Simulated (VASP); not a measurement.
# ZnS (P6_3mc) in VASP: relaxation of cell and atoms with r2SCAN

Aim: the relaxation of cell and atoms of ZnS with r2SCAN.

All numbers are computed with VASP 6.6.1; they aren't measurements. Logs are shortened: lines on timing, memory, paths and dates and some standing lists are left out, and cuts for length are marked.

## (1) The cell of the first run

The structure is hexagonal, space group P6_3mc (No. 186). Conventional cell: a = 3.823 Å, b = 3.823 Å, c = 6.261 Å, α = 90.00°, β = 90.00°, γ = 120.00°. Within 3.1 Å of Zn (site symmetry 3m) lie 4 S at 2.34 to 2.35 Å. Within 3.1 Å of S (site symmetry 3m) lie 4 Zn at 2.34 to 2.35 Å.

## (2) Relaxation of cell and atoms, r2SCAN

Input file POSCAR:

```
ZnS
1.0
    3.8230000000      0.0000000000      0.0000000000
   -1.9115000000      3.3108151187      0.0000000000
    0.0000000000      0.0000000000      6.2610000000
Zn S
2 2
Direct
    0.3333333333      0.6666666667      0.0000000000
    0.6666666667      0.3333333333      0.5000000000
    0.3333333333      0.6666666667      0.3750000000
    0.6666666667      0.3333333333      0.8750000000
```

Input file INCAR.step1:

```
  ALGO = Normal
  EDIFF = 1E-4
  ENCUT = 600
  GGA = PE
  ISMEAR = 0
  LASPH = T
  LCHARG = F
  LREAL = F
  LWAVE = T
  NELM = 60
  PREC = Accurate
  SIGMA = 0.02
```

Input file INCAR.step2:

```
  ALGO = Normal
  EDIFF = 1E-7
  EDIFFG = -0.002
  ENCUT = 600
  IBRION = 2
  ISIF = 3
  ISMEAR = 0
  ISTART = 1
  LASPH = T
  LCHARG = F
  LMIXTAU = T
  LREAL = F
  LWAVE = F
  METAGGA = R2SCAN
  NELM = 60
  NSW = 100
  PREC = Accurate
  SIGMA = 0.02
```

Input file KPOINTS:

```
k-points
0
Gamma
  9 9 4
```

Potentials or basis: VASP PAW PBE potentials, release 64 (Zn, S).

The run is started by

```console
$ cat potpaw_PBE.64/Zn/POTCAR potpaw_PBE.64/S/POTCAR > POTCAR
$ cp INCAR.step1 INCAR
$ mpirun -np 1 vasp_std > vasp.out
$ cp INCAR.step2 INCAR
$ mpirun -np 1 vasp_std > vasp.out
```

OUTCAR:

```text
EDIFF = 1E-7
   EDIFFG = -0.002
   ENCUT = 600
   IBRION = 2
   ISIF = 3
   ISMEAR = 0
   ISTART = 1
   LASPH = T
   LREAL = F
   METAGGA = R2SCAN
   NELM = 60
   NSW = 100
   PREC = Accurate

 ion  position               nearest neighbor table
   1  0.333  0.667  0.000-   4 2.34   4 2.34   4 2.34   3 2.35
   2  0.667  0.333  0.500-   3 2.34   3 2.34   3 2.34   4 2.35
   3  0.333  0.667  0.375-   2 2.34   2 2.34   2 2.34   1 2.35
   4  0.667  0.333  0.875-   1 2.34   1 2.34   1 2.34   2 2.35

  LATTYP: Found a hexagonal cell.
 ALAT       =     3.8230000000
 C/A-ratio  =     1.6377190688

  Lattice vectors:

 A1 = (   3.8230000000,   0.0000000000,   0.0000000000)
 A2 = (  -1.9115000000,   3.3108151187,   0.0000000000)
 A3 = (   0.0000000000,   0.0000000000,   6.2610000000)

Analysis of symmetry for initial positions (statically):
=====================================================================
 Subroutine PRICEL returns:
 Original cell was already a primitive cell.

 Routine SETGRP: Setting up the symmetry group for a
 hexagonal supercell.

 Subroutine GETGRP returns: Found 12 space group operations
 (whereof  6 operations were pure point group operations)
 out of a pool of 24 trial point group operations.

The static configuration has the point symmetry C_3v.
 The point group associated with its full space group is C_6v.

Analysis of symmetry for dynamics (positions and initial velocities):
=====================================================================
 Subroutine PRICEL returns:
 Original cell was already a primitive cell.

 Routine SETGRP: Setting up the symmetry group for a
 hexagonal supercell.

 Subroutine GETGRP returns: Found 12 space group operations
 (whereof  6 operations were pure point group operations)
 out of a pool of 24 trial point group operations.

The dynamic configuration has the point symmetry C_3v.
 The point group associated with its full space group is C_6v.

 Subroutine INISYM returns: Found 12 space group operations
 (whereof  6 operations are pure point group operations),
 and found     1 'primitive' translations

----------------------------------------------------------------------------------------

                                     Primitive cell

  volume of cell :      79.2470

  direct lattice vectors                    reciprocal lattice vectors
     3.823000000  0.000000000  0.000000000     0.261574680  0.151020212  0.000000000
    -1.911500000  3.310815119  0.000000000     0.000000000  0.302040423  0.000000000
     0.000000000  0.000000000  6.261000000     0.000000000  0.000000000  0.159718895

  length of vectors
     3.823000000  3.823000000  6.261000000     0.302040423  0.302040423  0.159718895

  position of ions in fractional coordinates (direct lattice)
     0.333333333  0.666666667  0.000000000
     0.666666667  0.333333333  0.500000000
     0.333333333  0.666666667  0.375000000
     0.666666667  0.333333333  0.875000000

  ion indices of the primitive-cell ions
   primitive index   ion index
                 1           1
                 2           2
                 3           3
                 4           4

----------------------------------------------------------------------------------------

 KPOINTS: k-points

Automatic generation of k-mesh.
 Grid dimensions read from file:
 generate k-points for:    9    9    4

 Generating k-lattice:

  Cartesian coordinates                     Fractional coordinates (reciprocal lattice)
     0.029063853  0.016780024  0.000000000     0.111111111  0.000000000  0.000000000
     0.000000000  0.033560047  0.000000000     0.000000000  0.111111111  0.000000000
     0.000000000  0.000000000  0.039929724     0.000000000  0.000000000  0.250000000

  Length of vectors
     0.033560047  0.033560047  0.039929724

  Shift w.r.t. Gamma in fractional coordinates (k-lattice)
     0.000000000  0.000000000  0.000000000

 Subroutine IBZKPT returns following result:
 ===========================================

 Found     36 irreducible k-points:

 Following reciprocal coordinates:
            Coordinates               Weight
  0.000000  0.000000  0.000000      1.000000
  0.111111 -0.000000  0.000000      6.000000
  0.222222  0.000000  0.000000      6.000000
  0.333333  0.000000  0.000000      6.000000
  0.444444  0.000000  0.000000      6.000000
  0.111111  0.111111  0.000000      6.000000
[... 16 lines left out ...]
  0.333333  0.222222  0.250000     24.000000
  0.333333  0.333333  0.250000      4.000000
 [... further k-points ...]
   k-points           NKPTS =     36   k-points in BZ     NKDIM =     36   number of bands    NBANDS=     22
   number of dos      NEDOS =    301   number of ions     NIONS =      4
   total plane-waves  NPLWV =  51200
   dimension x,y,z NGX =    32 NGY =   32 NGZ =   50
   dimension x,y,z NGXF=    64 NGYF=   64 NGZF=  100
   ions per type =               2   2
   NGX,Y,Z   is equivalent  to a cutoff of  13.92, 13.92, 13.28 a.u.
   NGXF,Y,Z  is equivalent  to a cutoff of  27.83, 27.83, 26.55 a.u.
 SYSTEM =  unknown system
   PREC   = accura    normal or accurate (medium, high low for compatibility)
   ISTART =      1    job   : 0-new  1-cont  2-samecut
   ICHARG =      0    charge: 1-file 2-atom 10-const
   ISPIN  =      1    spin polarized calculation?
   LNONCOLLINEAR =      F non collinear calculations
   LSORBIT =      F    spin-orbit coupling
   LASPH  =      T    aspherical Exc in radial PAW
   ENCUT  =  600.0 eV  44.10 Ry    6.64 a.u.   7.64  7.64 12.50*2*pi/ulx,y,z
   NELM   =     60;   NELMIN=  2; NELMDL=  0     # of ELM steps
   EDIFF  = 0.1E-06   stopping-criterion for ELM
   LREAL  =      F    real-space projection
   EDIFFG = -.2E-02   stopping-criterion for IOM
   NSW    =    100    number of steps for IOM
   IBRION =      2    ionic relax: 0-MD 1-quasi-New 2-CG
   NFREE  =      1    steps in history (QN), initial steepest desc. (CG)
   ISIF   =      3    stress and relaxation
   ISYM   =      2    0-nonsym 1-usesym 2-fastsym
   POTIM  = 0.5000    time-step for ionic-motion
   TEBEG  =    0.0;   TEEND  =   0.0 temperature during run
   PSTRESS=    0.0 pullay stress
   NELECT =      36.0000    total number of electrons
   NUPDOWN=      -1.0000    fix difference up-down
   EMIN   =  10.00;   EMAX   =-10.00  energy-range for DOS
   EFERMI =   0.00;   METHOD = LEGACY
   ISMEAR =     0;   SIGMA  =   0.02  broadening in eV -4-tet -1-fermi 0-gaus
   EFERMI_NEDOS =   21; number of points for ismear=-14 and -15
   IALGO  =     38    algorithm
   IMIX   =      4    mixing-type and parameters
     AMIX     =   0.40;   BMIX     =  1.00
     AMIX_MAG =   1.60;   BMIX_MAG =  1.00
  volume/ion in A,a.u.               =      19.81       133.70
  Fermi-wavevector in a.u.,A,eV,Ry     =   1.258485  2.378192 21.548694  1.583784
  Thomas-Fermi vector in A             =   2.392092
   LORBIT       =      0    0 simple, 1 ext, 2 COOP (PROOUT), +10 PAW based schemes
   METAGGA = R2SCAN    functional components
   LHFCALC =     F    Hartree Fock is set to
   AEXX    =    0.0000 exact exchange contribution
   IVDW    =     0    specifies the selected vdW correction
   LEPSILON=     F    determine dielectric tensor
   LRPA    =     F    only Hartree local field effects (RPA)
 conjugate gradient relaxation of ions
 non-spin polarized calculation
 Gauss-broadening in eV      SIGMA  =   0.02
  energy-cutoff  :      600.00
  volume of cell :       79.25
 maximum number of plane-waves:      2671
 NGX is ok and might be reduce to    32
   NGX = 15   NGY = 15   NGZ = 25

--------------------------------------- Ionic step        1  -------------------------------------------

 number of electron      36.0000015 magnetization

 Free energy of the ion-electron system (eV)
  ---------------------------------------------------
  ext. energy  EPLUGINS =         0.00000000
  ---------------------------------------------------
  free energy    TOTEN  =       -37.72273694 eV

  energy without entropy =      -37.72273694  energy(sigma->0) =      -37.72273694

------------------------ aborting loop because EDIFF is reached ----------------------------------------

  FORCE on cell =-STRESS in cart. coord.  units (eV):
  Direction    XX          YY          ZZ          XY          YZ          ZX
  --------------------------------------------------------------------------------------
  -------------------------------------------------------------------------------------
  Total       -0.4634666     -0.4634666     -0.4012656      0.0000000      0.0000000      0.0000000
  in kB       -9.3701402     -9.3701402     -8.1125911      0.0000000      0.0000000      0.0000000
  external PRESSURE =      -8.9509571 kB  Pullay stress =       0.0000000 kB
[... 289 lines left out ...]
  energy  without entropy=      -37.7260295763  energy(sigma->0) =      -37.72602958

--------------------------------------- Ionic step        9  -------------------------------------------

 number of electron      36.0000016 magnetization

 Free energy of the ion-electron system (eV)
  ---------------------------------------------------
  ext. energy  EPLUGINS =         0.00000000
  ---------------------------------------------------
  free energy    TOTEN  =       -37.72604298 eV

  energy without entropy =      -37.72604298  energy(sigma->0) =      -37.72604298

 E-fermi :   2.0164     XC(G=0): -10.3147

 val. band max:        1.9236921074   @ k =   0.0000   0.0000   0.0000
 cond. band min:       4.7085372603   @ k =   0.0000   0.0000   0.0000
 fundamental gap:      2.7848451529
 Fermi energy:         2.0164293648

 k-point     1 :       0.0000    0.0000    0.0000
  band No.  band energies     occupation
      1     -11.8341      2.00000
      2     -10.8750      2.00000
      3      -4.6177      2.00000
      4      -4.6006      2.00000
      5      -4.6005      2.00000
      6      -4.5092      2.00000
[... 574 lines left out ...]
      6      -4.2973      2.00000
[... 14 lines left out ...]
     21       7.6417      0.00000
     22       9.9159      0.00000

 [... further k-points ...]

------------------------ aborting loop because EDIFF is reached ----------------------------------------

  FORCE on cell =-STRESS in cart. coord.  units (eV):
  Direction    XX          YY          ZZ          XY          YZ          ZX
  --------------------------------------------------------------------------------------
  -------------------------------------------------------------------------------------
  Total       -0.0008166     -0.0008166     -0.0031953      0.0000000      0.0000000      0.0000000
  in kB       -0.0167051     -0.0167051     -0.0653628      0.0000000      0.0000000      0.0000000
  external PRESSURE =      -0.0329243 kB  Pullay stress =       0.0000000 kB
[... 19 lines left out ...]
  FREE ENERGIE OF THE ION-ELECTRON SYSTEM (eV)
  ---------------------------------------------------
  free  energy   TOTEN  =       -37.7260429829 eV

  energy  without entropy=      -37.7260429829  energy(sigma->0) =      -37.72604298

 reached required accuracy - stopping structural energy minimisation
```

Run time: 43 min. Hardware: 1 thread of Oxide Virtual Turin-like, shared host; peak memory 0.24 GiB.

What came out:

| Property | Result |
| --- | --- |
| Free energy | -37.7260 eV |
| Relaxed volume | 19.58 Å³/atom |
| Relaxed cell | a = 3.804 Å, b = 3.804 Å, c = 6.250 Å, α = 90.00°, β = 90.00°, γ = 120.00° |
| Space group after relaxing (to 0.1 Å) | P6_3mc (No. 186) |
| Energy gained by relaxing | 0.8 meV/atom |
| Ionic steps | 9 |
| Pressure after relaxing | 0.0 GPa |
| Band gap on the k mesh | 2.78 eV |

The path:
| step | energy change (eV) | largest force (eV/Å) | pressure (GPa) | volume (Å³) |
| --- | --- | --- | --- | --- |
| 1 | 0.0000 | 0.0205 | -0.90 | 79.25 |
| 2 | -0.0030 | 0.0115 | 0.34 | 77.98 |
| 3 | -0.0032 | 0.0135 | 0.09 | 78.23 |
| 4 | -0.0032 | 0.0141 | 0.01 | 78.31 |
| 5 | -0.0032 | 0.0139 | 0.03 | 78.29 |
| 6 | -0.0032 | 0.0116 | 0.03 | 78.29 |
| 7 | -0.0033 | 0.0051 | 0.02 | 78.30 |
| 8 | -0.0033 | 0.0033 | -0.02 | 78.34 |
| 9 | -0.0033 | 0.0004 | 0.00 | 78.32 |

Final structure:
```yaml
crystal:
  lattice:
    - [3.80412, 0.00000, 0.00000]
    - [-1.90206, 3.29446, 0.00000]
    - [0.00000, 0.00000, 6.24966]
  atoms:
    - { symbol: Zn, position: [0.33333, 0.66667, 0.00057] }
    - { symbol: Zn, position: [0.66667, 0.33333, 0.50057] }
    - { symbol: S, position: [0.33333, 0.66667, 0.37443] }
    - { symbol: S, position: [0.66667, 0.33333, 0.87443] }
```

Caveat: the PAW data sets were made with another functional, which shifts forces and pressure a little.
